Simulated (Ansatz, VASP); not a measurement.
## Two plane-wave programs on Cd2As

Contents of INCAR:

```
SYSTEM = Cd2As
PREC = Accurate
ENCUT = 520
EDIFF = 1E-7
ISMEAR = 0
SIGMA = 0.1
LREAL = .False.
LASPH = .True.
NELM = 60
ALGO = Normal
ISIF = 2
LWAVE = .False.
LCHARG = .False.
GGA = PE
NBANDS = 22
```

File KPOINTS:

```
Automatic mesh
0
Gamma
  6 6 4
  0 0 0
```

Contents of POSCAR:

```
Cd2As
1.0
    4.0957335450      0.0000000000      0.0000000000
   -2.0478667725      3.5470092971      0.0000000000
    0.0000000000      0.0000000000      4.4223036616
Cd As
2 1
Direct
    0.3333333333      0.6666666667      0.5000000000
    0.6666666667      0.3333333333      0.5000000000
    0.0000000000      0.0000000000      0.0000000000
```

Input for Ansatz:

```yaml
crystal:
  lattice:
    - [4.095733545, 0.0, 0.0]
    - [-2.0478667725, 3.5470092971, 0.0]
    - [0.0, 0.0, 4.4223036616]
  atoms:
    - { symbol: Cd, position: [0.3333333333, 0.6666666667, 0.5] }
    - { symbol: Cd, position: [0.6666666667, 0.3333333333, 0.5] }
    - { symbol: As, position: [0.0, 0.0, 0.0] }
basis:
  ecutwfc: 420
kpoints:
  mp_grid: { grid: [6, 6, 4] }
hamiltonian:
  xc: pbe
scf:
  occupations: { method: gaussian, width: 0.1 }
  lower_state_search: "off"
output:
  forces: true
  stress: true
  eigenvalues: true
```

Alike in both runs: task single point; functional PBE; k mesh 6 × 6 × 4; occupations gaussian, width 0.1 eV; no spin polarisation.

```csv
,VASP,Ansatz
version,VASP 6.6.1,Ansatz 0.2.0
potentials or method,"VASP PAW PBE potentials, release 64 (Cd, As), cutoff 520 eV","scalar-relativistic, plane waves, PAW"
valence electrons in the cell,29,55
```

|  | VASP | Ansatz | Ansatz less VASP |
| --- | --- | --- | --- |
| gap on the k mesh at the Fermi level (eV) | none | none | - |
| pressure (GPa) | 22.2 | 20.9 | -1.26 |
| traceless stress, the component that is largest in VASP (GPa) | -25.70 | -24.66 | +1.035 |

A gap of «none» marks a metal or a gap that the smearing closes. With one functional, cell and mesh, what is left measures potentials, basis and numerics. VASP's potentials hold 29 valence electrons a cell and Ansatz's 55, so a difference there can come from the potentials and not from the codes.
